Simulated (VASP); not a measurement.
Runs of VASP 6.6.1 on Ca3Tc. The structure is that of space group Pm-3m (No. 221), or close to it. The cells are those of the table. 

| task | cell | gap on the mesh (eV) | pressure (GPa) |
| --- | --- | --- | --- |
| relaxation of cell and atoms | relaxed from a = 4.480 Å, 4 atoms | none | 0.0 |
| single point | a = 4.752 Å, 4 atoms | none | 0.7 |
| single point | a = 4.785 Å, 4 atoms | none | 0.0 |
| single point | a = 4.816 Å, 4 atoms | none | (a) |

Alike in all rows: level PBE; potentials or basis VASP PAW PBE potentials, release 64 (Tc_pv, Ca_sv); no spin polarisation; k mesh 5 × 5 × 5; cutoff (eV) 500; smearing fermi-dirac 0.05 eV.

Q: Estimate the missing entries.

A: (a) -0.6.

A k mesh can miss the band edges, and the runs leave out spin-orbit coupling on Tc.

A gap of «none» marks levels without a gap at the run's occupations.
